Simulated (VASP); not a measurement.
Crystal: Ca6F.

```
Ca F
1.0
     0.00000    4.31271    4.31271
     4.31271    0.00000    4.31271
     4.31271    4.31271    0.00000
Ca F
6 1
Direct
  0.22667 0.77333 0.77333
  0.77333 0.22667 0.22667
  0.77333 0.22667 0.77333
  0.22667 0.77333 0.22667
  0.77333 0.77333 0.22667
  0.22667 0.22667 0.77333
  0.50000 0.50000 0.50000
```

The cell was built from a structure type or drawn by symmetry, and may not be a known phase.

- Program: VASP 6.6.1
- Task: relaxation of cell and atoms
- Functional: PBE
- Potentials or basis: VASP PAW PBE potentials, release 64 (Ca_sv, F)
- Cutoff: 600 eV
- k mesh: 4 × 4 × 4
- Occupations: gaussian, width 0.1 eV
- Spin: no spin polarisation

At the start: pressure 23.3 GPa; volume 22.92 Å³/atom.

Q: How do energy, volume and symmetry change on relaxing?

A: Over 9 steps the energy falls by 1138.9 meV/atom and the volume is 40.85 Å³/atom (+78.3 %); space group Fm-3m (No. 225, to 0.1 Å) before and after.

The path:
```
step  energy change (eV)  largest force (eV/Å)  pressure (GPa)  volume (Å³)
   1              0.0000                3.4140           23.33       160.43
   2             -7.6888                0.0366            2.88       251.05
   3             -7.9205                0.3446           -0.11       288.83
   4             -7.9349                0.3049            0.30       282.38
   5             -7.9353                0.2845            0.49       279.48
   6             -7.9638                0.1477            0.13       283.80
   7             -7.9709                0.0461           -0.14       287.30
   8             -7.9709                0.0416           -0.15       287.46
   9             -7.9725                0.0159           -0.06       285.97
```

Final structure:
```
Ca F
1.0
     0.00000    5.22912    5.22912
     5.22912    0.00000    5.22912
     5.22912    5.22912    0.00000
Ca F
6 1
Direct
  0.24702 0.75298 0.75298
  0.75298 0.24702 0.24702
  0.75298 0.24702 0.75298
  0.24702 0.75298 0.24702
  0.75298 0.75298 0.24702
  0.24702 0.24702 0.75298
  0.50000 0.50000 0.50000
```

Caveat: the volume moved by over 15 % at a fixed basis, so the end points are rough; an odd number of electrons without spin polarisation forces a metal; a magnetic or distorted state may lie lower.
